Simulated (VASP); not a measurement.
# Al2Ru: single point with PBEsol

The system is Al2Ru.

```
Al Ru
1.0
     0.00000    3.98765    4.38508
     2.35057    0.00000    4.38508
     2.35057    3.98765    0.00000
Al Ru
4 2
Cartesian
  1.1753 0.6296 2.1925
  1.1753 3.3580 2.1925
  2.3506 1.3642 4.3851
  2.3506 6.6111 4.3851
  3.5259 5.9815 6.5776
  2.3506 3.9876 4.3851
```

- Program: VASP 6.6.1
- Task: single point
- Functional: PBEsol
- Potentials or basis: VASP PAW PBE potentials, release 64 (Al, Ru_pv)
- Cutoff: 520 eV
- k mesh: 10 × 10 × 10
- Occupations: gaussian, width 0.03 eV
- Spin: no spin polarisation

```yaml
Pressure: 0.1 GPa
```

Levels at points of the mesh, in eV from the Fermi level:
```csv
k point,band 17,band 18,band 19,band 20,band 21,band 22,band 23,band 24
"(0.00, 0.00, 0.00)",-2.05,-1.29,-1.27,-0.04,1.64,2.25,2.32,2.56
"(0.50, 0.00, 0.00)",-2.22,-2.15,-1.18,-0.93,0.30,0.69,1.80,3.24
"(0.50, 0.50, 0.00)",-1.63,-1.63,-1.39,-1.39,2.22,2.22,2.44,2.44
"(0.50, 0.00, 0.50)",-2.33,-2.33,-1.48,-1.48,1.72,1.72,2.39,2.39
"(0.00, 0.50, 0.50)",-2.55,-2.55,-1.31,-1.31,0.31,0.31,4.62,4.62
```

Run time: 11 min on 1 thread of Oxide Virtual Turin-like Processor, on a shared host, peak memory 0.44 GiB.

Caveat: the PAW data sets were made with another functional, which shifts forces and pressure a little.
